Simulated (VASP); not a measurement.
The system is Ca3Sn3N2.

```
CELL_PARAMETERS angstrom
3.57000 0.00000 0.00000
-1.78500 3.09171 0.00000
0.00000 0.00000 15.30000
ATOMIC_POSITIONS crystal
Ca 0.00000 0.00000 0.00000
Ca 0.66667 0.33333 0.17500
Ca 0.33333 0.66667 0.82500
Sn 0.33333 0.66667 0.34500
Sn 0.00000 0.00000 0.50000
Sn 0.66667 0.33333 0.65500
N 0.66667 0.33333 0.91500
N 0.33333 0.66667 0.08500
```

* Program: VASP 6.6.1
* Task: relaxation of cell and atoms
* Functional: PBE
* Potentials or basis: VASP PAW PBE potentials, release 64 (Ca_sv, Sn_d, N)
* Cutoff: 600 eV
* k mesh: 5 × 5 × 1
* Occupations: gaussian, width 0.2 eV
* Spin: no spin polarisation

At the start: pressure 2.6 GPa; volume 21.11 Å³/atom.

Q: Where does the relaxation end?

A: Over 9 steps the energy falls by 99.0 meV/atom and the volume is 22.49 Å³/atom (+6.5 %); space group P-3m1 (No. 164, to 0.05 Å).

Step by step:
```csv
step,energy change (eV),largest force (eV/Å),pressure (GPa),volume (Å³)
1,0.0000,2.1445,2.60,168.87
2,-0.5820,1.0913,-0.19,177.39
3,-0.7346,0.3999,-1.61,184.11
4,-0.7378,0.3330,-1.78,185.14
5,-0.7787,0.1780,0.68,178.42
6,-0.7840,0.1154,0.05,180.07
7,-0.7840,0.1180,-0.01,180.17
8,-0.7876,0.0971,0.00,180.10
9,-0.7917,0.0455,0.08,179.92
```

Final structure:
```xyz
8
Lattice="3.6092 0.0000 0.0000 -1.8046 3.1257 0.0000 0.0000 0.0000 15.9480" Properties=species:S:1:pos:R:3 pbc="T T T"
Ca    0.0000    0.0000    0.0000
Ca    1.8046    1.0419    2.6361
Ca    0.0000    2.0838   13.3119
Sn    0.0000    2.0838    5.5774
Sn    0.0000    0.0000    7.9740
Sn    1.8046    1.0419   10.3706
N     1.8046    1.0419   14.3847
N     0.0000    2.0838    1.5633
```

Caveat: the k points lie up to 0.40 Å⁻¹ apart in the final cell; the relaxation stopped at a loose force limit of 0.08 eV/Å, so its end isn't a converged minimum.
